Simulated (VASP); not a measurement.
A run of VASP 6.6.1 is set up as follows.

File INCAR:

```
SYSTEM = Ga
PREC = Accurate ; ENCUT = 600
EDIFF = 1E-6 ; ISMEAR = 0
SIGMA = 0.1 ; LREAL = .False.
LASPH = .True. ; NELM = 100
ALGO = Normal ; ISIF = 3
LWAVE = .False. ; LCHARG = .False.
GGA = PE ; IBRION = 2
NSW = 90 ; EDIFFG = -0.04
```

File KPOINTS:

```
Automatic mesh
0
Gamma
  8 8 6
  0 0 0
```

POSCAR

```
Ga
1.0
    2.4410169400      0.0000000000      0.0000000000
    0.0000000000      2.4410169400      0.0000000000
    0.0000000000      0.0000000000      3.3542209000
Ga
1
Direct
    0.0000000000      0.0000000000      0.5000000000
```

Potentials or basis: VASP PAW PBE potentials, release 64 (Ga_d).

Run with:

```bash
$ cat potpaw_PBE.64/Ga_d/POTCAR > POTCAR
$ mpirun -np 1 vasp_std > vasp.out
```

Task: What does it give for the space group after relaxing (to 0.05 Å)?

Result: P4/mmm (No. 123).

Task: Estimate the relaxed cell.

Result: a = 2.786 Å, b = 2.786 Å, c = 2.636 Å, α = 90.00°, β = 90.00°, γ = 90.00°.

Final structure:
```
Ga
1.0
     2.78573    0.00000    0.00000
     0.00000    2.78573    0.00000
     0.00000    0.00000    2.63568
Ga
1
Direct
  0.00000 0.00000 0.50000
```
